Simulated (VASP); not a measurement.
Input of a VASP 6.6.1 run:

Contents of INCAR:

```
SYSTEM = Bi2Te3
  ALGO = Normal
  EDIFF = 1E-6
  ENCUT = 520
  GGA = PS
  ISIF = 2
  ISMEAR = -1
  IVDW = 12
  LASPH = .True.
  LCHARG = .True.
  LELF = .True.
  LREAL = .False.
  LVHAR = .True.
  LWAVE = .False.
  NBANDS = 32
  NELM = 80
  PREC = Accurate
  SIGMA = 0.05
```

KPOINTS

```
k-points
0
Gamma
  6 6 6
  0 0 0
```

Contents of POSCAR:

```
Bi2Te3
1.0
    2.2085000000      1.2750780700      9.9466666700
   -2.2085000000      1.2750780700      9.9466666700
    0.0000000000     -2.5501561400      9.9466666700
Bi Te
2 3
Direct
    0.1879999999      0.1879999999      0.1879999999
    0.5979999998      0.5979999998      0.5979999998
    0.3889999999      0.3889999999      0.3889999999
    0.7999999997      0.7999999997      0.7999999997
    0.0000000000      0.0000000000      0.0000000000
```

Potentials or basis: VASP PAW PBE potentials, release 64 (Bi_d, Te).

Command:

```console
$ cat potpaw_PBE.64/Bi_d/POTCAR potpaw_PBE.64/Te/POTCAR > POTCAR
$ mpirun -np 1 vasp_std > vasp.out
```

Q: Estimate the pressure.

A: -2.9 GPa.

Q: Estimate the band gap on the k mesh.

A: Zero (bands 24 and 25 overlap by 0.12 eV).

Stress tensor (GPa, compression positive):
```
-2.54  0.00  0.00
 0.00 -2.54  0.00
 0.00  0.00 -3.62
```

Caveat: the PAW data sets were made with another functional, which shifts forces and pressure a little; spin-orbit coupling is left out, which moves the levels of the heavy elements.
